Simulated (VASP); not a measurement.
# H2C18O in VASP: further runs

H2C18O is run at these levels: LDA; tasks: single point.

Everything below comes from runs of VASP 6.6.1. Logs are shortened: lines on timing, memory, paths and dates and some standing lists are left out, and cuts for length are marked.

## Step 1: The cell of the first run

The cell holds a slab with vacuum, 21 atoms: a = 7.398 Å, b = 7.398 Å, c = 13.000 Å, α = 90.00°, β = 90.00°, γ = 120.00°.

## Step 2: Single point, LDA

INCAR

```
  PREC = Accurate
  ENCUT = 520
  EDIFF = 1E-6
  ISMEAR = 0
  SIGMA = 0.05
  LREAL = Auto
  LASPH = True
  NELM = 100
  ALGO = Normal
  ISIF = 2
  LWAVE = False
  LCHARG = False
  NBANDS = 56
```

KPOINTS

```
Automatic mesh
0
Gamma
  2 2 1
```

POSCAR

```
H2C18O
1.0
    7.3980000000      0.0000000000      0.0000000000
   -3.6990000000      6.4068560000      0.0000000000
    0.0000000000      0.0000000000     13.0000000000
C O H
18 1 2
Direct
   -0.0023718955      0.0063748896      0.0727956154
    0.2181896064      0.1172205213      0.0642178462
   -0.0077770407      0.3390636531      0.0770074615
    0.2229480057      0.4547075820      0.0928079231
   -0.0021683261      0.6773581301      0.0726977692
    0.2184258135      0.7870484369      0.0639314615
    0.3303976458      0.0081840453      0.0610583077
    0.5525796534      0.1192687958      0.0608693846
    0.3340585918      0.3395308089      0.0667586923
    0.5486076942      0.4474389623      0.0676024615
    0.3344698179      0.6807128176      0.0661853846
    0.5488085924      0.7876493556      0.0669619231
    0.6641851012      0.0096381127      0.0639174615
    0.8843682014      0.1203598145      0.0718230769
    0.6641711425      0.3405834312      0.0642800000
    0.8844293188      0.4500508518      0.0719238462
    0.6568297736      0.6716595472      0.1012873077
    0.8890393917      0.7874918681      0.0799823846
    0.6185140229      0.6621878188      0.2127683846
    0.2561707289      0.4729394574      0.1779512308
    0.6222116687      0.5413722425      0.2404798462
```

Potentials or basis: VASP PAW LDA potentials, release 64 (C, O, H).

On the command line:

```console
$ cat potpaw_LDA.64/C/POTCAR potpaw_LDA.64/O/POTCAR potpaw_LDA.64/H/POTCAR > POTCAR
$ mpirun -np 1 vasp_std > vasp.out
```

OUTCAR:

```text
PREC = Accurate
   ENCUT = 520
   EDIFF = 1E-6
   ISMEAR = 0
   LREAL = Auto
   LASPH = True
   NELM = 100
   ISIF = 2

 ion  position               nearest neighbor table
   1  0.998  0.006  0.073-  18 1.41   2 1.42  14 1.46
   2  0.218  0.117  0.064-   1 1.42   7 1.42   9 1.43
   3  0.992  0.339  0.077-  14 1.40  16 1.40   4 1.49
   4  0.223  0.455  0.093-  20 1.13  11 1.49   9 1.49   3 1.49
   5  0.998  0.677  0.073-  18 1.41   6 1.42  16 1.46
   6  0.218  0.787  0.064-   7 1.42   5 1.42  11 1.43
   7  0.330  0.008  0.061-   6 1.42   2 1.42   8 1.42
   8  0.553  0.119  0.061-  13 1.42  15 1.42   7 1.42
   9  0.334  0.340  0.067-  10 1.37   2 1.43   4 1.49
  10  0.549  0.447  0.068-   9 1.37  15 1.43  17 1.50
  11  0.334  0.681  0.066-  12 1.37   6 1.43   4 1.49
  12  0.549  0.788  0.067-  11 1.37  13 1.42  17 1.50
  13  0.664  0.010  0.064-  14 1.41   8 1.42  12 1.42
  14  0.884  0.120  0.072-   3 1.40  13 1.41   1 1.46
  15  0.664  0.341  0.064-  16 1.41   8 1.42  10 1.43
  16  0.884  0.450  0.072-   3 1.40  15 1.41   5 1.46
  17  0.657  0.672  0.101-  19 1.47  10 1.50  12 1.50  18 1.51
  18  0.889  0.787  0.080-   1 1.41   5 1.41  17 1.51
  19  0.619  0.662  0.213-  21 0.98  17 1.47
  20  0.256  0.473  0.178-   4 1.13
  21  0.622  0.541  0.240-  19 0.98

  LATTYP: Found a hexagonal cell.
 ALAT       =     7.3980000000
 C/A-ratio  =     1.7572316842

  Lattice vectors:

 A1 = (   7.3980000000,   0.0000000000,   0.0000000000)
 A2 = (  -3.6990000000,   6.4068560000,   0.0000000000)
 A3 = (   0.0000000000,   0.0000000000,  13.0000000000)

Analysis of symmetry for initial positions (statically):
=====================================================================
 Subroutine PRICEL returns:
 Original cell was already a primitive cell.

 Routine SETGRP: Setting up the symmetry group for a
 hexagonal supercell.

 Subroutine GETGRP returns: Found  1 space group operations
 (whereof  1 operations were pure point group operations)
 out of a pool of 24 trial point group operations.

The static configuration has the point symmetry C_1 .

Analysis of symmetry for dynamics (positions and initial velocities):
=====================================================================
 Subroutine PRICEL returns:
 Original cell was already a primitive cell.

 Routine SETGRP: Setting up the symmetry group for a
 hexagonal supercell.
[... 125 lines left out ...]
   NSW    =      0    number of steps for IOM
   IBRION =     -1    ionic relax: 0-MD 1-quasi-New 2-CG
   NFREE  =      0    steps in history (QN), initial steepest desc. (CG)
   ISIF   =      2    stress and relaxation
   ISYM   =      2    0-nonsym 1-usesym 2-fastsym
   POTIM  = 0.5000    time-step for ionic-motion
   TEBEG  =    0.0;   TEEND  =   0.0 temperature during run
   PSTRESS=    0.0 pullay stress
   NELECT =      80.0000    total number of electrons
   NUPDOWN=      -1.0000    fix difference up-down
   EMIN   =  10.00;   EMAX   =-10.00  energy-range for DOS
   EFERMI =   0.00;   METHOD = LEGACY
   ISMEAR =     0;   SIGMA  =   0.05  broadening in eV -4-tet -1-fermi 0-gaus
   EFERMI_NEDOS =   21; number of points for ismear=-14 and -15
   IALGO  =     38    algorithm
   IMIX   =      4    mixing-type and parameters
     AMIX     =   0.40;   BMIX     =  1.00
     AMIX_MAG =   1.60;   BMIX_MAG =  1.00
  volume/ion in A,a.u.               =      29.34       198.01
  Fermi-wavevector in a.u.,A,eV,Ry     =   0.828967  1.566521  9.349739  0.687186
  Thomas-Fermi vector in A             =   1.941434
   LORBIT       =      0    0 simple, 1 ext, 2 COOP (PROOUT), +10 PAW based schemes
   GGA     = CA    functional components
   LHFCALC =     F    Hartree Fock is set to
   AEXX    =    0.0000 exact exchange contribution
   IVDW    =     0    specifies the selected vdW correction
   LEPSILON=     F    determine dielectric tensor
   LRPA    =     F    only Hartree local field effects (RPA)
 non-spin polarized calculation
 Gauss-broadening in eV      SIGMA  =   0.05
  energy-cutoff  :      520.00
  volume of cell :      616.17
 maximum number of plane-waves:     16651
 NGX is ok and might be reduce to    56
   NGX = 27   NGY = 27   NGZ = 49

 number of electron      79.9999999 magnetization

 Free energy of the ion-electron system (eV)
  ---------------------------------------------------
  ext. energy  EPLUGINS =         0.00000000
  ---------------------------------------------------
  free energy    TOTEN  =      -193.93326382 eV

  energy without entropy =     -193.93326378  energy(sigma->0) =     -193.93326380

 E-fermi :  -1.9097     XC(G=0):  -3.6984

 val. band max:       -2.0891253675   @ k =   0.0000   0.0000   0.0000
 cond. band min:      -1.7303097211   @ k =   0.0000   0.0000   0.0000
 fundamental gap:      0.3588156464
 Fermi energy:        -1.9097164895

 k-point     1 :       0.0000    0.0000    0.0000
  band No.  band energies     occupation
      1     -23.5376      2.00000
      2     -21.1027      2.00000
      3     -18.8347      2.00000
      4     -18.8087      2.00000
      5     -18.7937      2.00000
      6     -18.6947      2.00000
[... 209 lines left out ...]
     51       3.7366      0.00000
     52       3.9111      0.00000
 [bands above 52 left out]

------------------------ aborting loop because EDIFF is reached ----------------------------------------

  FORCE on cell =-STRESS in cart. coord.  units (eV):
  Direction    XX          YY          ZZ          XY          YZ          ZX
  --------------------------------------------------------------------------------------
  -------------------------------------------------------------------------------------
  Total       -8.2327103     -5.2634748      0.0389156     -2.8436586      0.0866534      0.3813901
  in kB      -21.4067517    -13.6861246      0.1011887     -7.3941013      0.2253168      0.9916932
  external PRESSURE =     -11.6638958 kB  Pullay stress =       0.0000000 kB

 VOLUME and BASIS-vectors are now :
 -----------------------------------------------------------------------------
  energy-cutoff  :      520.00
  volume of cell :      616.17
      direct lattice vectors                 reciprocal lattice vectors
     7.398000000  0.000000000  0.000000000     0.135171668  0.078041398  0.000000000
    -3.699000000  6.406856000  0.000000000     0.000000000  0.156082796  0.000000000
     0.000000000  0.000000000 13.000000000     0.000000000  0.000000000  0.076923077

 POSITION                                       TOTAL-FORCE (eV/Angst)
 -----------------------------------------------------------------------------------
      7.35687      0.04084      0.94634         0.002078      0.011513     -0.016910
      1.18057      0.75102      0.83483        -0.005903     -0.005497     -0.017809
      6.08627      2.17233      1.00110         0.003190     -0.001209     -0.036907
     -0.03259      2.91325      1.20650        -0.058519     -0.043983      0.040268
      4.87641      4.33974      0.94507         0.001103     -0.011484     -0.019319
     -1.29538      5.04251      0.83111         0.002848     -0.004144     -0.016464
[... 13 lines left out ...]
      0.14575      3.03006      2.31337        -0.334881     -0.182614      0.106788
      2.60059      3.46849      3.12624         0.226417     -0.063156      0.033833
 -----------------------------------------------------------------------------------
    total drift:                               -0.002755     -0.018472      0.012956

  FREE ENERGIE OF THE ION-ELECTRON SYSTEM (eV)
  ---------------------------------------------------
  free  energy   TOTEN  =      -193.9332638169 eV

  energy  without entropy=     -193.9332637808  energy(sigma->0) =     -193.93326380
```

stdout:

```text
POSCAR found type information on POSCAR C O H
 POSCAR found :  3 types and      21 ions
 scaLAPACK will be used
 LDA part: xc-table for (Slater(with rela. corr.)+CA(PZ))
 , standard interpolation
 POSCAR, INCAR and KPOINTS ok, starting setup
 FFT: planning ... GRIDC
 FFT: planning ... GRID_SOFT
 FFT: planning ... GRID
 WAVECAR not read
 entering main loop
```

Run time: 5.1 min. Hardware: 1 thread of AMD EPYC 9R45 (Zen 5), shared host; peak memory 0.48 GiB.

What came out:

```
Free energy            : -193.9333 eV
Largest force          : 0.396 eV/Å
Band gap on the k mesh : 0.36 eV, direct
```

Forces in eV/Å, atoms in the order of the input:
```
C    0.002  0.012 -0.017
C   -0.006 -0.005 -0.018
C    0.003 -0.001 -0.037
C   -0.059 -0.044  0.040
C    0.001 -0.011 -0.019
C    0.003 -0.004 -0.016
C   -0.007  0.009 -0.021
C   -0.008 -0.006 -0.015
C   -0.005  0.001  0.023
C   -0.004  0.026  0.021
C   -0.002  0.016  0.007
C    0.015 -0.037  0.028
C   -0.014 -0.009 -0.007
C   -0.008 -0.005 -0.021
C   -0.001 -0.006 -0.002
C   -0.017  0.009 -0.025
C    0.021  0.033 -0.033
C    0.003  0.014 -0.021
O    0.193  0.255 -0.006
H   -0.335 -0.183  0.107
H    0.226 -0.063  0.034
```

Levels at points of the mesh, in eV from the valence-band top:
```csv
k point,band 36,band 37,band 38,band 39,band 40,band 41,band 42,band 43,band 44,band 45
"(0.00, 0.00, 0.00)",-2.76,-2.47,-2.32,-1.48,0.00,0.36,1.82,2.49,3.43,4.36
"(0.50, 0.00, 0.00)",-2.48,-2.43,-2.33,-2.24,-2.00,1.92,2.34,2.57,2.70,2.80
"(0.00, 0.50, 0.00)",-2.86,-2.50,-2.34,-2.12,-0.88,0.81,2.13,2.59,2.80,3.72
"(0.50, 0.50, 0.00)",-2.82,-2.49,-2.33,-2.12,-0.87,0.82,2.12,2.60,2.80,3.83
```

Caveat: the k points lie up to 0.49 Å⁻¹ apart.

## Step 3: Single point, LDA

INCAR

```
SYSTEM = H2C18O
PREC = Accurate ; ENCUT = 520
EDIFF = 1E-7 ; ISMEAR = 0
SIGMA = 0.05 ; LREAL = Auto
LASPH = .TRUE. ; NELM = 100
ALGO = Normal ; ISIF = 2
LWAVE = .FALSE. ; LCHARG = .TRUE.
GGA = CA ; LELF = .TRUE.
LVHAR = .TRUE. ; NBANDS = 56
```

KPOINTS

```
Automatic mesh
0
G
  2 2 1
  0 0 0
```

POSCAR

```
H2C18O
1.0
    7.3980000000      0.0000000000      0.0000000000
   -3.6990000000      6.4068560000      0.0000000000
    0.0000000000      0.0000000000     13.0000000000
C O H
18 1 2
Direct
   -0.0081015809      0.0032477708      0.0694278462
    0.2124414312      0.1140726434      0.0642010769
   -0.0161367573      0.3340922599      0.0731649231
    0.2127585150      0.4485362243      0.0951107692
   -0.0081324794      0.6733116836      0.0693112308
    0.2125550006      0.7829294119      0.0642528462
    0.3238456578      0.0040976417      0.0613540000
    0.5456367082      0.1149598180      0.0611498462
    0.3276316190      0.3362654007      0.0701827692
    0.5419230667      0.4440421324      0.0700394615
    0.3278673796      0.6759237292      0.0705926923
    0.5419613730      0.7827878448      0.0705179231
    0.6566813374      0.0047622422      0.0640606923
    0.8769662222      0.1156534500      0.0689926923
    0.6565943412      0.3363314237      0.0637236923
    0.8769073597      0.4456973904      0.0688493846
    0.6554059751      0.6701728586      0.1010497692
    0.8842483357      0.7845261389      0.0742650769
    0.6433770830      0.6718966370      0.2128267692
    0.2183106889      0.4508627945      0.1814765385
    0.7142367837      0.6000545353      0.2392961538
```

Potentials or basis: VASP PAW LDA potentials, release 64 (C, O, H).

On the command line:

```console
$ cat potpaw_LDA.64/C/POTCAR potpaw_LDA.64/O/POTCAR potpaw_LDA.64/H/POTCAR > POTCAR
$ mpirun -np 1 vasp_std > vasp.out
```

OUTCAR:

```text
SYSTEM = H2C18O
   PREC = Accurate
   ENCUT = 520
   EDIFF = 1E-7
   ISMEAR = 0
   LREAL = Auto
   LASPH = .TRUE.
   NELM = 100
   ISIF = 2
   GGA = CA

 ion  position               nearest neighbor table
   1  0.992  0.003  0.069-  18 1.40   2 1.41  14 1.46
   2  0.212  0.114  0.064-   1 1.41   7 1.42   9 1.43
   3  0.984  0.334  0.073-  14 1.40  16 1.40   4 1.49
   4  0.213  0.449  0.095-  20 1.12   9 1.49  11 1.49   3 1.49
   5  0.992  0.673  0.069-  18 1.40   6 1.42  16 1.46
   6  0.213  0.783  0.064-   5 1.42   7 1.42  11 1.43
   7  0.324  0.004  0.061-   6 1.42   2 1.42   8 1.42
   8  0.546  0.115  0.061-  13 1.42  15 1.42   7 1.42
[... 450 lines left out ...]
  Total       -7.1741526     -5.1185890      0.2489730     -1.8343575     -0.0464946      0.0583695
  in kB      -18.6542825    -13.3093914      0.6473813     -4.7697094     -0.1208957      0.1517729
  external PRESSURE =     -10.4387642 kB  Pullay stress =       0.0000000 kB

 VOLUME and BASIS-vectors are now :
 -----------------------------------------------------------------------------
  energy-cutoff  :      520.00
  volume of cell :      616.17
      direct lattice vectors                 reciprocal lattice vectors
     7.398000000  0.000000000  0.000000000     0.135171668  0.078041398  0.000000000
    -3.699000000  6.406856000  0.000000000     0.000000000  0.156082796  0.000000000
     0.000000000  0.000000000 13.000000000     0.000000000  0.000000000  0.076923077

 POSITION                                       TOTAL-FORCE (eV/Angst)
 -----------------------------------------------------------------------------------
      7.32605      0.02081      0.90256        -0.000492      0.002010     -0.000541
      1.14969      0.73085      0.83461        -0.005200      0.000411     -0.006419
      6.04281      2.14048      0.95114         0.010056     -0.000203     -0.003047
     -0.08515      2.87371      1.23644         0.005826     -0.002678     -0.013243
      4.84726      4.31381      0.90105         0.002956     -0.013818     -0.000276
     -1.32357      5.01612      0.83529         0.001981     -0.002761      0.000756
[... 13 lines left out ...]
     -0.05268      2.88861      2.35920         0.002067      0.001570      0.056488
      3.06432      3.84446      3.11085         0.136775     -0.077086      0.100186
 -----------------------------------------------------------------------------------
    total drift:                               -0.028775      0.014696     -0.000566

  FREE ENERGIE OF THE ION-ELECTRON SYSTEM (eV)
  ---------------------------------------------------
  free  energy   TOTEN  =      -194.0561383341 eV

  energy  without entropy=     -194.0561381616  energy(sigma->0) =     -194.05613825
```

stdout:

```text
POSCAR found type information on POSCAR C O H
 POSCAR found :  3 types and      21 ions
 scaLAPACK will be used
 LDA part: xc-table for (Slater(with rela. corr.)+CA(PZ))
 , standard interpolation
 POSCAR, INCAR and KPOINTS ok, starting setup
 FFT: planning ... GRIDC
 FFT: planning ... GRID_SOFT
 FFT: planning ... GRID
 WAVECAR not read
 entering main loop
```

Run time: 6 min. Hardware: 1 thread of AMD EPYC 9R45 (Zen 5), shared host; peak memory 0.48 GiB.

Results:

- Free energy: -194.0561 eV
- Largest force: 0.186 eV/Å
- Band gap on the k mesh: 0.34 eV, direct

Forces on the atoms (eV/Å):
```
C    0.000  0.002 -0.001
C   -0.005  0.000 -0.006
C    0.010  0.000 -0.003
C    0.006 -0.003 -0.013
C    0.003 -0.014  0.000
C    0.002 -0.003  0.001
C    0.002  0.005 -0.005
C    0.002  0.003 -0.001
C   -0.014  0.004 -0.006
C   -0.001  0.026 -0.017
C   -0.008 -0.015 -0.010
C    0.006  0.002 -0.017
C    0.012 -0.010 -0.007
C   -0.004 -0.005 -0.002
C    0.006 -0.001  0.001
C   -0.005  0.013 -0.011
C   -0.004  0.006 -0.159
C   -0.018 -0.002 -0.007
O   -0.127  0.067  0.108
H    0.002  0.002  0.056
H    0.137 -0.077  0.100
```

Caveat: the k points lie up to 0.49 Å⁻¹ apart.
